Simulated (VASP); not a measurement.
# BeGa2 (P6/mmm) in VASP: single point with PBE

Aim: the single point of BeGa2 with PBE.

All numbers are computed with VASP 6.6.1; they aren't measurements. Logs are shortened: lines on timing, memory, paths and dates and some standing lists are left out, and cuts for length are marked.

### Step 1. The cell of the first run

Symmetry: P6/mmm, No. 191, hexagonal system. Conventional cell: a = 4.576 Å, b = 4.576 Å, c = 2.620 Å, α = 90.00°, β = 90.00°, γ = 120.00°. Within 3.5 Å of Be (site symmetry 6/mmm) lie 2 Be at 2.62 Å and 12 Ga at 2.95 Å. Ga (site symmetry -6m2) has 5 Ga at 2.62 to 2.64 Å and 6 Be at 2.95 Å within 3.5 Å.

### Step 2. Single point, PBE

Input file INCAR:

```
SYSTEM = BeGa2
PREC = Accurate
ENCUT = 520
EDIFF = 1E-7
ISMEAR = -1
SIGMA = 0.1
LREAL = .False.
LASPH = .True.
NELM = 100
ALGO = Normal
ISIF = 2
LWAVE = .False.
LCHARG = .False.
GGA = PE
NBANDS = 21
```

Input file KPOINTS:

```
regular mesh
0
Gamma
  6 6 8
  0 0 0
```

Input file POSCAR:

```
BeGa2
1.0
    4.5761418498      0.0000000000      0.0000000000
   -2.2880709249      3.9630550932      0.0000000000
    0.0000000000      0.0000000000      2.6204774802
Be Ga
1 2
Direct
    0.0000000000      0.0000000000      0.0000000000
    0.3333333333      0.6666666667      0.5000000000
    0.6666666667      0.3333333333      0.5000000000
```

Potentials or basis: VASP PAW PBE potentials, release 64 (Be, Ga_d).

Run with:

```
$ cat potpaw_PBE.64/Be/POTCAR potpaw_PBE.64/Ga_d/POTCAR > POTCAR
$ mpirun -np 1 vasp_std > vasp.out
```

OUTCAR:

```text
SYSTEM = BeGa2
   PREC = Accurate
   ENCUT = 520
   EDIFF = 1E-7
   ISMEAR = -1
   LREAL = .False.
   LASPH = .True.
   NELM = 100
   ISIF = 2
   GGA = PE

 ion  position               nearest neighbor table
   1  0.000  0.000  0.000-
   2  0.333  0.667  0.500-   3 2.64   3 2.64   3 2.64
   3  0.667  0.333  0.500-   2 2.64   2 2.64   2 2.64

  LATTYP: Found a hexagonal cell.
 ALAT       =     4.5761418498
 C/A-ratio  =     0.5726390410

  Lattice vectors:

 A1 = (   4.5761418498,   0.0000000000,   0.0000000000)
 A2 = (  -2.2880709249,   3.9630550932,   0.0000000000)
 A3 = (   0.0000000000,   0.0000000000,   2.6204774802)

Analysis of symmetry for initial positions (statically):
=====================================================================
 Subroutine PRICEL returns:
 Original cell was already a primitive cell.

 Routine SETGRP: Setting up the symmetry group for a
 hexagonal supercell.

 Subroutine GETGRP returns: Found 24 space group operations
 (whereof 24 operations were pure point group operations)
 out of a pool of 24 trial point group operations.

The static configuration has the point symmetry D_6h.

Analysis of symmetry for dynamics (positions and initial velocities):
=====================================================================
 Subroutine PRICEL returns:
 Original cell was already a primitive cell.

 Routine SETGRP: Setting up the symmetry group for a
 hexagonal supercell.

 Subroutine GETGRP returns: Found 24 space group operations
 (whereof 24 operations were pure point group operations)
 out of a pool of 24 trial point group operations.

The dynamic configuration has the point symmetry D_6h.

 Subroutine INISYM returns: Found 24 space group operations
 (whereof 24 operations are pure point group operations),
 and found     1 'primitive' translations

----------------------------------------------------------------------------------------

                                     Primitive cell

  volume of cell :      47.5237

  direct lattice vectors                    reciprocal lattice vectors
     4.576141850  0.000000000  0.000000000     0.218524695  0.126165291  0.000000000
    -2.288070925  3.963055093  0.000000000     0.000000000  0.252330582  0.000000000
     0.000000000  0.000000000  2.620477480     0.000000000  0.000000000  0.381609843

  length of vectors
     4.576141850  4.576141850  2.620477480     0.252330582  0.252330582  0.381609843

  position of ions in fractional coordinates (direct lattice)
     0.000000000  0.000000000  0.000000000
     0.333333333  0.666666667  0.500000000
     0.666666667  0.333333333  0.500000000

  ion indices of the primitive-cell ions
   primitive index   ion index
                 1           1
                 2           2
                 3           3

----------------------------------------------------------------------------------------

 KPOINTS: regular mesh

Automatic generation of k-mesh.
 Grid dimensions read from file:
 generate k-points for:    6    6    8

 Generating k-lattice:

  Cartesian coordinates                     Fractional coordinates (reciprocal lattice)
     0.036420782  0.021027549  0.000000000     0.166666667 -0.000000000  0.000000000
     0.000000000  0.042055097  0.000000000     0.000000000  0.166666667  0.000000000
     0.000000000  0.000000000  0.047701230     0.000000000  0.000000000  0.125000000

  Length of vectors
     0.042055097  0.042055097  0.047701230

  Shift w.r.t. Gamma in fractional coordinates (k-lattice)
     0.000000000  0.000000000  0.000000000

 Subroutine IBZKPT returns following result:
 ===========================================

 Found     35 irreducible k-points:

 Following reciprocal coordinates:
            Coordinates               Weight
  0.000000  0.000000  0.000000      1.000000
  0.166667  0.000000  0.000000      6.000000
  0.333333  0.000000  0.000000      6.000000
  0.500000  0.000000  0.000000      3.000000
  0.166667  0.166667  0.000000      6.000000
  0.333333  0.166667  0.000000     12.000000
[... 16 lines left out ...]
  0.166667  0.000000  0.375000     12.000000
  0.333333  0.000000  0.375000     12.000000
 [... further k-points ...]
   k-points           NKPTS =     35   k-points in BZ     NKDIM =     35   number of bands    NBANDS=     21
   number of dos      NEDOS =    301   number of ions     NIONS =      3
   total plane-waves  NPLWV =  25920
   dimension x,y,z NGX =    36 NGY =   36 NGZ =   20
   dimension x,y,z NGXF=    72 NGYF=   72 NGZF=   40
   ions per type =               1   2
   NGX,Y,Z   is equivalent  to a cutoff of  13.08, 13.08, 12.69 a.u.
   NGXF,Y,Z  is equivalent  to a cutoff of  26.16, 26.16, 25.38 a.u.
 SYSTEM =  BeGa2
   PREC   = accura    normal or accurate (medium, high low for compatibility)
   ISTART =      0    job   : 0-new  1-cont  2-samecut
   ICHARG =      2    charge: 1-file 2-atom 10-const
   ISPIN  =      1    spin polarized calculation?
   LNONCOLLINEAR =      F non collinear calculations
   LSORBIT =      F    spin-orbit coupling
   LASPH  =      T    aspherical Exc in radial PAW
   ENCUT  =  520.0 eV  38.22 Ry    6.18 a.u.   8.51  8.51  4.87*2*pi/ulx,y,z
   NELM   =    100;   NELMIN=  2; NELMDL= -5     # of ELM steps
   EDIFF  = 0.1E-06   stopping-criterion for ELM
   LREAL  =      F    real-space projection
   EDIFFG = 0.1E-05   stopping-criterion for IOM
   NSW    =      0    number of steps for IOM
   IBRION =     -1    ionic relax: 0-MD 1-quasi-New 2-CG
   NFREE  =      0    steps in history (QN), initial steepest desc. (CG)
   ISIF   =      2    stress and relaxation
   ISYM   =      2    0-nonsym 1-usesym 2-fastsym
   POTIM  = 0.5000    time-step for ionic-motion
   TEBEG  =    0.0;   TEEND  =   0.0 temperature during run
   PSTRESS=    0.0 pullay stress
   NELECT =      28.0000    total number of electrons
   NUPDOWN=      -1.0000    fix difference up-down
   EMIN   =  10.00;   EMAX   =-10.00  energy-range for DOS
   EFERMI =   0.00;   METHOD = LEGACY
   ISMEAR =    -1;   SIGMA  =   0.10  broadening in eV -4-tet -1-fermi 0-gaus
   EFERMI_NEDOS =   21; number of points for ismear=-14 and -15
   IALGO  =     38    algorithm
   IMIX   =      4    mixing-type and parameters
     AMIX     =   0.40;   BMIX     =  1.00
     AMIX_MAG =   1.60;   BMIX_MAG =  1.00
  volume/ion in A,a.u.               =      15.84       106.90
  Fermi-wavevector in a.u.,A,eV,Ry     =   1.372432  2.593520 25.627520  1.883570
  Thomas-Fermi vector in A             =   2.498040
   LORBIT       =      0    0 simple, 1 ext, 2 COOP (PROOUT), +10 PAW based schemes
   GGA     = PE    functional components
   LHFCALC =     F    Hartree Fock is set to
   AEXX    =    0.0000 exact exchange contribution
   IVDW    =     0    specifies the selected vdW correction
   LEPSILON=     F    determine dielectric tensor
   LRPA    =     F    only Hartree local field effects (RPA)
 non-spin polarized calculation
  energy-cutoff  :      520.00
  volume of cell :       47.52
 maximum number of plane-waves:      1318
 NGX is ok and might be reduce to    36
   NGX = 17   NGY = 17   NGZ =  9

 number of electron      27.9999971 magnetization

 Free energy of the ion-electron system (eV)
  ---------------------------------------------------
  ext. energy  EPLUGINS =         0.00000000
  ---------------------------------------------------
  free energy    TOTEN  =        -8.32276002 eV

  energy without entropy =       -8.28301910  energy(sigma->0) =       -8.30288956

 E-fermi :   5.7115     XC(G=0): -10.8066

 val. band max:        5.6875830024   @ k =   0.0000   0.0000   0.3750
 cond. band min:       5.7610340454   @ k =   0.3333   0.1667   0.2500
 fundamental gap:      0.0734510430
 Fermi energy:         5.7114802373

 k-point     1 :       0.0000    0.0000    0.0000
  band No.  band energies     occupation
      1      -9.6202      2.00000
      2      -9.4583      2.00000
      3      -9.3261      2.00000
      4      -9.3261      2.00000
      5      -9.2182      2.00000
      6      -9.2182      2.00000
[... 13 lines left out ...]
     20      18.0644      0.00000
     21      18.5701      0.00000

 k-point     2 :       0.1667    0.0000    0.0000
  band No.  band energies     occupation
      1      -9.6129      2.00000
      2      -9.4754      2.00000
      3      -9.3688      2.00000
      4      -9.3503      2.00000
      5      -9.1856      2.00000
      6      -9.1659      2.00000
[... 13 lines left out ...]
     20      17.1000      0.00000
     21      18.6022      0.00000

 k-point     3 :       0.3333    0.0000    0.0000
  band No.  band energies     occupation
      1      -9.5934      2.00000
      2      -9.5148      2.00000
      3      -9.4170      2.00000
      4      -9.3775      2.00000
      5      -9.1536      2.00000
      6      -9.1419      2.00000
[... 13 lines left out ...]
     20      14.7361      0.00000
     21      17.8232      0.00000

 k-point     4 :       0.5000    0.0000    0.0000
  band No.  band energies     occupation
      1      -9.5745      2.00000
      2      -9.5433      2.00000
      3      -9.4348      2.00000
      4      -9.3871      2.00000
      5      -9.1561      2.00000
      6      -9.1246      2.00000
[... 13 lines left out ...]
     20      15.2310      0.00000
     21      17.2334      0.00000

 k-point     5 :       0.1667    0.1667    0.0000
  band No.  band energies     occupation
      1      -9.5994      2.00000
      2      -9.5012      2.00000
      3      -9.4304      2.00000
      4      -9.3401      2.00000
      5      -9.1815      2.00000
      6      -9.1535      2.00000
[... 13 lines left out ...]
     20      16.3369      0.00000
     21      18.1219      0.00000
[... 382 lines left out ...]
     20      15.1527      0.00000
     21      15.1527      0.00000

 k-point    22 :       0.0000    0.0000    0.3750
  band No.  band energies     occupation
      1      -9.3980      2.00000
      2      -9.3980      2.00000
      3      -9.2884      2.00000
      4      -9.2884      2.00000
      5      -9.2408      2.00000
      6      -9.2218      2.00000
[... 13 lines left out ...]
     20      12.0251      0.00000
     21      12.7682      0.00000

 k-point    23 :       0.1667    0.0000    0.3750
  band No.  band energies     occupation
      1      -9.4053      2.00000
      2      -9.3927      2.00000
      3      -9.3269      2.00000
      4      -9.3263      2.00000
      5      -9.2493      2.00000
      6      -9.2253      2.00000
[... 13 lines left out ...]
     20      11.4450      0.00000
     21      12.2921      0.00000

 k-point    24 :       0.3333    0.0000    0.3750
  band No.  band energies     occupation
      1      -9.4187      2.00000
      2      -9.3805      2.00000
      3      -9.3780      2.00000
      4      -9.3723      2.00000
      5      -9.2484      2.00000
      6      -9.2433      2.00000
[... 13 lines left out ...]
     20      12.7982      0.00000
     21      13.5749      0.00000

 [... further k-points ...]
[... 5 lines left out ...]
  --------------------------------------------------------------------------------------
  -------------------------------------------------------------------------------------
  Total       -0.2284242     -0.2284242     -0.3047395      0.0000000     -0.0000000     -0.0000000
  in kB       -7.7009218     -7.7009218    -10.2737559      0.0000000     -0.0000000     -0.0000000
  external PRESSURE =      -8.5585332 kB  Pullay stress =       0.0000000 kB

 VOLUME and BASIS-vectors are now :
 -----------------------------------------------------------------------------
  energy-cutoff  :      520.00
  volume of cell :       47.52
      direct lattice vectors                 reciprocal lattice vectors
     4.576141850  0.000000000  0.000000000     0.218524695  0.126165291  0.000000000
    -2.288070925  3.963055093  0.000000000     0.000000000  0.252330582  0.000000000
     0.000000000  0.000000000  2.620477480     0.000000000  0.000000000  0.381609843

 POSITION                                       TOTAL-FORCE (eV/Angst)
 -----------------------------------------------------------------------------------
      0.00000      0.00000      0.00000         0.000000      0.000000      0.000000
     -0.00000      2.64204      1.31024         0.000000      0.000000     -0.000000
      2.28807      1.32102      1.31024        -0.000000      0.000000      0.000000
 -----------------------------------------------------------------------------------
    total drift:                                0.000000      0.000000     -0.000000

  FREE ENERGIE OF THE ION-ELECTRON SYSTEM (eV)
  ---------------------------------------------------
  free  energy   TOTEN  =        -8.3227600173 eV

  energy  without entropy=       -8.2830190990  energy(sigma->0) =       -8.30288956
```

Run time: 29 s. Hardware: 1 thread of Intel Xeon 8259CL, shared host; peak memory 0.18 GiB.

Results:

```
Free energy            : -8.3228 eV
Pressure               : -0.9 GPa
Band gap on the k mesh : zero (bands 14 and 15 overlap by 5.20 eV)
```

Stress tensor (GPa, compression positive):
```
-0.77  0.00  0.00
 0.00 -0.77  0.00
 0.00  0.00 -1.03
```

Levels at points of the mesh, in eV from the Fermi level:
```csv
k point,band 12,band 13,band 14,band 15,band 16,band 17
"(0.00, 0.00, 0.00)",-2.80,-1.74,-1.74,-1.17,-1.17,-0.32
"(0.50, 0.00, 0.00)",-8.31,-4.06,-3.34,4.42,5.33,5.33
"(0.00, 0.00, 0.50)",-5.04,1.67,2.04,2.29,2.29,3.27
"(0.50, 0.00, 0.50)",-3.86,-3.43,-1.97,0.69,0.74,1.95
```
